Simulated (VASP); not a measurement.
# Nb3Te8Mo (P-6m2) in VASP: single point with PBE

Aim: the single point of Nb3Te8Mo with PBE.

Program: VASP 6.6.1. These are calculated values, not measurements. Logs are shortened: lines on timing, memory, paths and dates and some standing lists are left out, and cuts for length are marked.

### 1 The cell of the first run

The structure is hexagonal, space group P-6m2 (No. 187). Conventional cell: a = 3.640 Å, b = 3.640 Å, c = 29.904 Å, α = 90.00°, β = 90.00°, γ = 120.00°. Nb (site symmetry -6m2) has 6 Te at 2.78 Å and 6 Nb at 3.64 Å within 3.7 Å. Nb (site symmetry 3m) has 6 Te at 2.78 Å and 6 Nb at 3.64 Å within 3.7 Å. Within 3.7 Å of Te (site symmetry 3m) lie 3 Nb at 2.78 Å and 7 Te at 3.64 to 3.65 Å. Within 3.7 Å of Te (site symmetry 3m) lie 3 Nb at 2.78 Å and 7 Te at 3.64 to 3.65 Å. Te (site symmetry 3m) has 3 Mo at 2.78 Å and 7 Te at 3.64 to 3.65 Å within 3.7 Å. Within 3.7 Å of Te (site symmetry 3m) lie 3 Nb at 2.78 Å and 7 Te at 3.64 to 3.65 Å. Within 3.7 Å of Mo (site symmetry -6m2) lie 6 Te at 2.78 Å and 6 Mo at 3.64 Å.

### 2 Single point, PBE

The input, INCAR:

```
  ALGO = Normal
  EDIFF = 1E-6
  ENCUT = 520
  GGA = PE
  ISIF = 2
  ISMEAR = 0
  LASPH = T
  LCHARG = F
  LREAL = F
  LWAVE = F
  NBANDS = 62
  NELM = 80
  PREC = Accurate
  SIGMA = 0.1
```

The input, KPOINTS:

```
k-points
0
Gamma
  6 6 1
```

The input, POSCAR:

```
Nb3Te8Mo
1.0
    3.6396685000      0.0000000000      0.0000000000
   -1.8198342500      3.1520453800      0.0000000000
    0.0000000000      0.0000000000     29.9036588800
Nb Te Mo
3 8 1
Direct
    0.3333333300      0.6666666700      0.5000000000
    0.6666666700      0.3333333300      0.2500000000
    0.6666666700      0.3333333300      0.7500000000
    0.3333333300      0.6666666700      0.1889113500
    0.3333333300      0.6666666700      0.6889113500
    0.6666666700      0.3333333300      0.9389113500
    0.6666666700      0.3333333300      0.4389113500
    0.6666666700      0.3333333300      0.0610886500
    0.6666666700      0.3333333300      0.5610886500
    0.3333333300      0.6666666700      0.3110886500
    0.3333333300      0.6666666700      0.8110886500
    0.3333333300      0.6666666700      0.0000000000
```

Potentials or basis: VASP PAW PBE potentials, release 64 (Nb_sv, Te, Mo_sv).

Started as:

```
cat potpaw_PBE.64/Nb_sv/POTCAR potpaw_PBE.64/Te/POTCAR potpaw_PBE.64/Mo_sv/POTCAR > POTCAR
mpirun -np 1 vasp_std > vasp.out
```

OUTCAR:

```text
EDIFF = 1E-6
   ENCUT = 520
   GGA = PE
   ISIF = 2
   ISMEAR = 0
   LASPH = T
   LREAL = F
   NELM = 80
   PREC = Accurate

 ion  position               nearest neighbor table
   1  0.333  0.667  0.500-   7 2.78   9 2.78   7 2.78   9 2.78   7 2.78   9 2.78
   2  0.667  0.333  0.250-   4 2.78  10 2.78   4 2.78  10 2.78   4 2.78  10 2.78
   3  0.667  0.333  0.750-   5 2.78  11 2.78   5 2.78  11 2.78   5 2.78  11 2.78
   4  0.333  0.667  0.189-   2 2.78   2 2.78   2 2.78  10 3.65
   5  0.333  0.667  0.689-   3 2.78   3 2.78   3 2.78  11 3.65
   6  0.667  0.333  0.939-  12 2.78  12 2.78  12 2.78   8 3.65
   7  0.667  0.333  0.439-   1 2.78   1 2.78   1 2.78   9 3.65
   8  0.667  0.333  0.061-  12 2.78  12 2.78  12 2.78   6 3.65
   9  0.667  0.333  0.561-   1 2.78   1 2.78   1 2.78   7 3.65
  10  0.333  0.667  0.311-   2 2.78   2 2.78   2 2.78   4 3.65
  11  0.333  0.667  0.811-   3 2.78   3 2.78   3 2.78   5 3.65
  12  0.333  0.667  0.000-   6 2.78   8 2.78   6 2.78   8 2.78   6 2.78   8 2.78

  LATTYP: Found a hexagonal cell.
 ALAT       =     3.6396685000
 C/A-ratio  =     8.2160391475

  Lattice vectors:

 A1 = (   3.6396685000,   0.0000000000,   0.0000000000)
 A2 = (  -1.8198342500,   3.1520453800,   0.0000000000)
 A3 = (   0.0000000000,   0.0000000000,  29.9036588800)

Analysis of symmetry for initial positions (statically):
=====================================================================
 Subroutine PRICEL returns:
 Original cell was already a primitive cell.

 Routine SETGRP: Setting up the symmetry group for a
 hexagonal supercell.

 Subroutine GETGRP returns: Found 12 space group operations
 (whereof 12 operations were pure point group operations)
 out of a pool of 24 trial point group operations.

The static configuration has the point symmetry D_3h.

Analysis of symmetry for dynamics (positions and initial velocities):
=====================================================================
 Subroutine PRICEL returns:
 Original cell was already a primitive cell.

 Routine SETGRP: Setting up the symmetry group for a
 hexagonal supercell.

 Subroutine GETGRP returns: Found 12 space group operations
 (whereof 12 operations were pure point group operations)
 out of a pool of 24 trial point group operations.

The dynamic configuration has the point symmetry D_3h.

[... 108 lines left out ...]
   POTIM  = 0.5000    time-step for ionic-motion
   TEBEG  =    0.0;   TEEND  =   0.0 temperature during run
   PSTRESS=    0.0 pullay stress
   NELECT =     101.0000    total number of electrons
   NUPDOWN=      -1.0000    fix difference up-down
   EMIN   =  10.00;   EMAX   =-10.00  energy-range for DOS
   EFERMI =   0.00;   METHOD = LEGACY
   ISMEAR =     0;   SIGMA  =   0.10  broadening in eV -4-tet -1-fermi 0-gaus
   EFERMI_NEDOS =   21; number of points for ismear=-14 and -15
   IALGO  =     38    algorithm
   IMIX   =      4    mixing-type and parameters
     AMIX     =   0.40;   BMIX     =  1.00
     AMIX_MAG =   1.60;   BMIX_MAG =  1.00
  volume/ion in A,a.u.               =      28.59       192.93
  Fermi-wavevector in a.u.,A,eV,Ry     =   1.089070  2.058044 16.137506  1.186073
  Thomas-Fermi vector in A             =   2.225265
   LORBIT       =      0    0 simple, 1 ext, 2 COOP (PROOUT), +10 PAW based schemes
   GGA     = PE    functional components
   LHFCALC =     F    Hartree Fock is set to
   AEXX    =    0.0000 exact exchange contribution
   IVDW    =     0    specifies the selected vdW correction
   LEPSILON=     F    determine dielectric tensor
   LRPA    =     F    only Hartree local field effects (RPA)
 non-spin polarized calculation
 Gauss-broadening in eV      SIGMA  =   0.10
  energy-cutoff  :      520.00
  volume of cell :      343.07
 maximum number of plane-waves:      9262
 NGX is ok and might be reduce to    28
   NGX = 13   NGY = 13   NGZ =111

 number of electron     101.0000000 magnetization

 Free energy of the ion-electron system (eV)
  ---------------------------------------------------
  ext. energy  EPLUGINS =         0.00000000
  ---------------------------------------------------
  free energy    TOTEN  =       -71.38202840 eV

  energy without entropy =      -71.33289216  energy(sigma->0) =      -71.35746028

 E-fermi :   6.5928     XC(G=0):  -9.6983

 val. band max:        6.5684056045   @ k =   0.1667  -0.0000   0.0000
 cond. band min:       6.6327335944   @ k =   0.3333   0.1667   0.0000
 fundamental gap:      0.0643279899
 Fermi energy:         6.5928301677

 k-point     1 :       0.0000    0.0000    0.0000
  band No.  band energies     occupation
      1     -54.3225      2.00000
      2     -48.3227      2.00000
      3     -48.3227      2.00000
      4     -48.3117      2.00000
      5     -28.4255      2.00000
      6     -28.3607      2.00000
[... 444 lines left out ...]
     61       9.3633      0.00000
     62       9.6132      0.00000

------------------------ aborting loop because EDIFF is reached ----------------------------------------

  FORCE on cell =-STRESS in cart. coord.  units (eV):
  Direction    XX          YY          ZZ          XY          YZ          ZX
  --------------------------------------------------------------------------------------
  -------------------------------------------------------------------------------------
  Total        2.0524562      2.0524562      1.8788773      0.0000000     -0.0000000     -0.0000000
  in kB        9.5853033      9.5853033      8.7746615      0.0000000     -0.0000000     -0.0000000
  external PRESSURE =       9.3150894 kB  Pullay stress =       0.0000000 kB

 VOLUME and BASIS-vectors are now :
 -----------------------------------------------------------------------------
  energy-cutoff  :      520.00
  volume of cell :      343.07
      direct lattice vectors                 reciprocal lattice vectors
     3.639668500  0.000000000  0.000000000     0.274750297  0.158627158  0.000000000
    -1.819834250  3.152045380  0.000000000     0.000000000  0.317254316  0.000000000
     0.000000000  0.000000000 29.903658880     0.000000000  0.000000000  0.033440724

 POSITION                                       TOTAL-FORCE (eV/Angst)
 -----------------------------------------------------------------------------------
     -0.00000      2.10136     14.95183         0.000000     -0.000000      0.000000
      1.81983      1.05068      7.47591        -0.000000      0.000000      0.037508
      1.81983      1.05068     22.42774        -0.000000     -0.000000     -0.037508
     -0.00000      2.10136      5.64914         0.000000     -0.000000     -0.424987
     -0.00000      2.10136     20.60097        -0.000000     -0.000000     -0.398650
      1.81983      1.05068     28.07688        -0.000000     -0.000000      0.574583
      1.81983      1.05068     13.12506        -0.000000      0.000000     -0.425681
      1.81983      1.05068      1.82677        -0.000000      0.000000     -0.574583
      1.81983      1.05068     16.77860        -0.000000      0.000000      0.425681
     -0.00000      2.10136      9.30269        -0.000000      0.000000      0.398650
     -0.00000      2.10136     24.25452         0.000000     -0.000000      0.424987
     -0.00000      2.10136      0.00000        -0.000000     -0.000000      0.000000
 -----------------------------------------------------------------------------------
    total drift:                                0.000001     -0.000000      0.000000

  FREE ENERGIE OF THE ION-ELECTRON SYSTEM (eV)
  ---------------------------------------------------
  free  energy   TOTEN  =       -71.3820284026 eV

  energy  without entropy=      -71.3328921601  energy(sigma->0) =      -71.35746028
```

It took 7.5 min on 1 thread of Intel Xeon 6975P-C, shared host; peak memory 0.47 GiB.

Results:

| Item | Value |
| --- | --- |
| Free energy | -71.3820 eV |
| Pressure | 0.9 GPa |
| Largest force | 0.575 eV/Å |

Forces on the atoms (eV/Å):
```
Nb   0.000  0.000  0.000
Nb   0.000  0.000  0.038
Nb   0.000  0.000 -0.038
Te   0.000  0.000 -0.425
Te   0.000  0.000 -0.399
Te   0.000  0.000  0.575
Te   0.000  0.000 -0.426
Te   0.000  0.000 -0.575
Te   0.000  0.000  0.426
Te   0.000  0.000  0.399
Te   0.000  0.000  0.425
Mo   0.000  0.000  0.000
```

Caveat: spin-orbit coupling is left out, which moves the levels of the heavy elements; this functional lacks dispersion, which binds the layers, so the pressure and a relaxed spacing across them are unreliable.
